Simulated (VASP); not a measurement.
# Mo2W (Fmmm) in VASP: single point with PBE

Aim: the single point of Mo2W with PBE.

Everything below comes from runs of VASP 6.6.1. Logs are shortened: lines on timing, memory, paths and dates and some standing lists are left out, and cuts for length are marked.

## 1. The cell of the first run

Symmetry: Fmmm, No. 69, orthorhombic system. Conventional cell: a = 3.170 Å, b = 4.484 Å, c = 13.438 Å, α = 90.00°, β = 90.00°, γ = 90.00°. Within 3.6 Å of Mo (site symmetry mm2) lie 10 Mo at 2.74 to 3.17 Å and 4 W at 2.75 to 3.17 Å. W (site symmetry mmm) has 6 W at 2.75 to 3.17 Å and 8 Mo at 2.75 to 3.17 Å within 3.6 Å.

## 2. Single point, PBE

Input file INCAR:

```
SYSTEM = Mo2W
PREC = Accurate
ENCUT = 500
EDIFF = 1E-6
ISMEAR = 0
SIGMA = 0.1
LREAL = .False.
LASPH = .True.
NELM = 120
ALGO = Normal
ISIF = 2
LWAVE = .False.
LCHARG = .False.
GGA = PE
NBANDS = 28
GGA_COMPAT = .False.
```

Input file KPOINTS:

```
Automatic mesh
0
Gamma
  14 14 14
  0 0 0
```

Input file POSCAR:

```
Mo2W
1.0
    0.0000000000      2.2422392793      6.7188626914
    1.5848598218      0.0000000000      6.7188626914
    1.5848598218      2.2422392793      0.0000000000
Mo W
2 1
Direct
    0.6669164705      0.6669164705      0.3330835295
    0.3330835295      0.3330835295      0.6669164705
    0.0000000000      0.0000000000      0.0000000000
```

Potentials or basis: VASP PAW PBE potentials, release 64 (Mo_sv, W_sv).

Launch:

```
$ cat potpaw_PBE.64/Mo_sv/POTCAR potpaw_PBE.64/W_sv/POTCAR > POTCAR
$ mpirun -np 1 vasp_std > vasp.out
```

OUTCAR:

```text
SYSTEM = Mo2W
   PREC = Accurate
   ENCUT = 500
   EDIFF = 1E-6
   ISMEAR = 0
   LREAL = .False.
   LASPH = .True.
   NELM = 120
   ISIF = 2
   GGA = PE

 ion  position               nearest neighbor table
   1  0.667  0.667  0.333-   2 2.74   2 2.74   3 2.75   3 2.75   2 3.16   2 3.16   3 3.17   3 3.17

   2  0.333  0.333  0.667-   1 2.74   1 2.74   3 2.75   3 2.75   1 3.16   1 3.16   3 3.17   3 3.17

   3  0.000  0.000  0.000-   1 2.75   1 2.75   2 2.75   2 2.75   2 3.17   1 3.17   1 3.17   2 3.17

  LATTYP: Found a face centered orthorhombic cell.
 ALAT       =     3.1697196436
 B/A-ratio  =     1.4147871304
 C/A-ratio  =     4.2394050243

  Lattice vectors:

 A1 = (   0.0000000000,   2.2422392793,   6.7188626914)
 A2 = (   1.5848598218,   0.0000000000,   6.7188626914)
 A3 = (   1.5848598218,   2.2422392793,   0.0000000000)

Analysis of symmetry for initial positions (statically):
=====================================================================
 Subroutine PRICEL returns:
 Original cell was already a primitive cell.

 Routine SETGRP: Setting up the symmetry group for a
 face centered orthorhombic supercell.

 Subroutine GETGRP returns: Found  8 space group operations
 (whereof  8 operations were pure point group operations)
 out of a pool of  8 trial point group operations.

The static configuration has the point symmetry D_2h.

Analysis of symmetry for dynamics (positions and initial velocities):
=====================================================================
 Subroutine PRICEL returns:
 Original cell was already a primitive cell.

 Routine SETGRP: Setting up the symmetry group for a
 face centered orthorhombic supercell.

 Subroutine GETGRP returns: Found  8 space group operations
 (whereof  8 operations were pure point group operations)
 out of a pool of  8 trial point group operations.

The dynamic configuration has the point symmetry D_2h.

 Subroutine INISYM returns: Found  8 space group operations
 (whereof  8 operations are pure point group operations),
 and found     1 'primitive' translations

----------------------------------------------------------------------------------------

                                     Primitive cell

  volume of cell :      47.7528

  direct lattice vectors                    reciprocal lattice vectors
     0.000000000  2.242239279  6.718862691    -0.315485315  0.222991366  0.074417356
     1.584859822  0.000000000  6.718862691     0.315485315 -0.222991366  0.074417356
     1.584859822  2.242239279  0.000000000     0.315485315  0.222991366 -0.074417356

  length of vectors
[... 86 lines left out ...]
   EDIFFG = 0.1E-04   stopping-criterion for IOM
   NSW    =      0    number of steps for IOM
   IBRION =     -1    ionic relax: 0-MD 1-quasi-New 2-CG
   NFREE  =      0    steps in history (QN), initial steepest desc. (CG)
   ISIF   =      2    stress and relaxation
   ISYM   =      2    0-nonsym 1-usesym 2-fastsym
   POTIM  = 0.5000    time-step for ionic-motion
   TEBEG  =    0.0;   TEEND  =   0.0 temperature during run
   PSTRESS=    0.0 pullay stress
   NELECT =      42.0000    total number of electrons
   NUPDOWN=      -1.0000    fix difference up-down
   EMIN   =  10.00;   EMAX   =-10.00  energy-range for DOS
   EFERMI =   0.00;   METHOD = LEGACY
   ISMEAR =     0;   SIGMA  =   0.10  broadening in eV -4-tet -1-fermi 0-gaus
   EFERMI_NEDOS =   21; number of points for ismear=-14 and -15
   IALGO  =     38    algorithm
   IMIX   =      4    mixing-type and parameters
     AMIX     =   0.40;   BMIX     =  1.00
     AMIX_MAG =   1.60;   BMIX_MAG =  1.00
  volume/ion in A,a.u.               =      15.92       107.42
  Fermi-wavevector in a.u.,A,eV,Ry     =   1.568526  2.964084 33.474060  2.460274
  Thomas-Fermi vector in A             =   2.670544
   LORBIT       =      0    0 simple, 1 ext, 2 COOP (PROOUT), +10 PAW based schemes
   GGA     = PE    functional components
   LHFCALC =     F    Hartree Fock is set to
   AEXX    =    0.0000 exact exchange contribution
   IVDW    =     0    specifies the selected vdW correction
   LEPSILON=     F    determine dielectric tensor
   LRPA    =     F    only Hartree local field effects (RPA)
 non-spin polarized calculation
 Gauss-broadening in eV      SIGMA  =   0.10
  energy-cutoff  :      500.00
  volume of cell :       47.75
 maximum number of plane-waves:      1246
 NGX is ok and might be reduce to    54
   NGX = 25   NGY = 25   NGZ =  9

 number of electron      41.9999997 magnetization

 Free energy of the ion-electron system (eV)
  ---------------------------------------------------
  ext. energy  EPLUGINS =         0.00000000
  ---------------------------------------------------
  free energy    TOTEN  =       -34.82146211 eV

  energy without entropy =      -34.80968976  energy(sigma->0) =      -34.81557594

 E-fermi :  12.0552     XC(G=0): -13.4006

 val. band max:       12.0545882785   @ k =   0.5000   0.3571   0.1429
 cond. band min:      12.0552201696   @ k =  -0.4286   0.0000   0.4286
 fundamental gap:      0.0006318911
 Fermi energy:        12.0551535935

 k-point     1 :       0.0000    0.0000    0.0000
  band No.  band energies     occupation
      1     -62.1347      2.00000
      2     -49.2355      2.00000
      3     -49.1102      2.00000
      4     -26.4498      2.00000
      5     -25.9815      2.00000
      6     -25.7604      2.00000
[... 733 lines left out ...]
     27      14.2739      0.00000
     28      14.4336      0.00000

 [... further k-points ...]

------------------------ aborting loop because EDIFF is reached ----------------------------------------

  FORCE on cell =-STRESS in cart. coord.  units (eV):
  Direction    XX          YY          ZZ          XY          YZ          ZX
  --------------------------------------------------------------------------------------
  -------------------------------------------------------------------------------------
  Total        0.1547846      0.1544995      0.1556055      0.0000000      0.0000000      0.0000000
  in kB        5.1932564      5.1836893      5.2207986      0.0000000      0.0000000      0.0000000
  external PRESSURE =       5.1992481 kB  Pullay stress =       0.0000000 kB

 VOLUME and BASIS-vectors are now :
 -----------------------------------------------------------------------------
  energy-cutoff  :      500.00
  volume of cell :       47.75
      direct lattice vectors                 reciprocal lattice vectors
     0.000000000  2.242239279  6.718862691    -0.315485315  0.222991366  0.074417356
     1.584859822  0.000000000  6.718862691     0.315485315 -0.222991366  0.074417356
     1.584859822  2.242239279  0.000000000     0.315485315  0.222991366 -0.074417356

 POSITION                                       TOTAL-FORCE (eV/Angst)
 -----------------------------------------------------------------------------------
      1.58486      2.24224      8.96184         0.000000     -0.000000      0.003807
      1.58486      2.24224      4.47588         0.000000     -0.000000     -0.003807
      0.00000      0.00000      0.00000         0.000000      0.000000      0.000000
 -----------------------------------------------------------------------------------
    total drift:                                0.000000      0.000000      0.000000

  FREE ENERGIE OF THE ION-ELECTRON SYSTEM (eV)
  ---------------------------------------------------
  free  energy   TOTEN  =       -34.8214621131 eV

  energy  without entropy=      -34.8096897591  energy(sigma->0) =      -34.81557594
```

OSZICAR:

```text
N       E                     dE             d eps       ncg     rms          rms(c)
DAV:   1     0.475384069627E+03    0.47538E+03   -0.24205E+04 23984   0.160E+03
DAV:   2    -0.175414246874E+02   -0.49293E+03   -0.48172E+03 25928   0.508E+02
DAV:   3    -0.365143644842E+02   -0.18973E+02   -0.18451E+02 28828   0.980E+01
DAV:   4    -0.368004841833E+02   -0.28612E+00   -0.28419E+00 28132   0.113E+01
DAV:   5    -0.368034357808E+02   -0.29516E-02   -0.29503E-02 26612   0.120E+00    0.286E+01
DAV:   6    -0.351228452058E+02    0.16806E+01   -0.32404E+00 25556   0.138E+01    0.947E+00
DAV:   7    -0.348425591938E+02    0.28029E+00   -0.98757E-01 28492   0.683E+00    0.153E+00
DAV:   8    -0.348410414370E+02    0.15178E-02   -0.22742E-01 28736   0.229E+00    0.121E+00
DAV:   9    -0.348215692741E+02    0.19472E-01   -0.85757E-02 28576   0.156E+00    0.362E-01
DAV:  10    -0.348214757819E+02    0.93492E-04   -0.29280E-03 25684   0.392E-01    0.163E-01
DAV:  11    -0.348214679279E+02    0.78539E-05   -0.18779E-04 28540   0.957E-02    0.266E-02
DAV:  12    -0.348214633007E+02    0.46272E-05   -0.22685E-05 28884   0.361E-02    0.193E-02
DAV:  13    -0.348214622223E+02    0.10784E-05   -0.36559E-06 21712   0.148E-02    0.239E-03
DAV:  14    -0.348214621131E+02    0.10923E-06   -0.21396E-07 13040   0.473E-03
   1 F= -.34821462E+02 E0= -.34815576E+02  d E =-.117724E-01
```

Run time: 10 min. Hardware: 1 thread of Oxide Virtual Turin-like, shared host; peak memory 0.56 GiB.

Results:

| Property | Result |
| --- | --- |
| Free energy | -34.8215 eV |
| Pressure | 0.5 GPa |
| Largest force | 0.004 eV/Å |
| Band gap on the k mesh | zero (bands 21 and 22 overlap by 2.55 eV) |

Forces on the atoms (eV/Å):
```
Mo   0.000  0.000  0.004
Mo   0.000  0.000 -0.004
W    0.000  0.000  0.000
```

Levels at points of the mesh, in eV from the Fermi level:
| k point | band 19 | band 20 | band 21 | band 22 | band 23 | band 24 |
| --- | --- | --- | --- | --- | --- | --- |
| (0.00, 0.00, 0.00) | -1.36 | -1.35 | -1.11 | -0.95 | 1.32 | 1.52 |
| (0.50, 0.00, 0.00) | -1.31 | -1.05 | 1.20 | 1.29 | 1.48 | 1.87 |
| (0.50, 0.50, 0.00) | -1.62 | -1.52 | -0.36 | -0.08 | 0.98 | 1.21 |
| (0.50, 0.00, 0.50) | 0.87 | 1.18 | 1.27 | 1.29 | 1.53 | 1.82 |
| (0.00, 0.50, 0.50) | -2.08 | -1.85 | 0.23 | 0.33 | 3.91 | 4.19 |

Caveat: spin-orbit coupling is left out, which moves the levels of the heavy elements.
